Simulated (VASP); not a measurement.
Here is a VASP 6.6.1 calculation.

File INCAR:

```
PREC     = Accurate       # precision mode
ENCUT    = 520            # plane-wave cutoff, eV
EDIFF    = 1E-7           # SCF threshold, eV
ISMEAR   = -1             # smearing method
SIGMA    = 0.1            # smearing width, eV
LREAL    = F              # projectors in reciprocal space
LASPH    = T              # aspherical terms in the spheres
NELM     = 150            # most SCF steps
ALGO     = Normal         # electronic algorithm
ISIF     = 2              # what is computed and relaxed
LWAVE    = F              # write WAVECAR
LCHARG   = F              # write CHGCAR
ISPIN    = 2              # spin polarisation
MAGMOM   = 2.5 2.5 2.5    # initial moments
LORBIT   = 11             # projections on sites
LMAXMIX  = 4              # l up to which the mixer works
GGA      = PE             # functional
NBANDS   = 23             # bands
```

Contents of KPOINTS:

```
Automatic mesh
0
Gamma
  11 11 15
```

POSCAR

```
Fe
1.0
    0.0000000000      2.8313533229     -2.8313533229
   -2.8313533229      0.0000000000      2.8313533229
    1.4156766615      1.4156766615      1.4156766615
Fe
3
Direct
    0.0000000000      0.0000000000      0.0000000000
    0.3333333330      0.6666666670      0.3333333330
    0.6666666670      0.3333333330      0.6666666670
```

Potentials or basis: VASP PAW PBE potentials, release 64 (Fe).

The run is started by

```sh
$ cat potpaw_PBE.64/Fe/POTCAR > POTCAR
$ mpirun -np 1 vasp_std > vasp.out
```

Task: What does it give for the site moments?

Result: Fe +2.18 μB.

Task: What does it give for the pressure?

Result: 0.1 GPa.
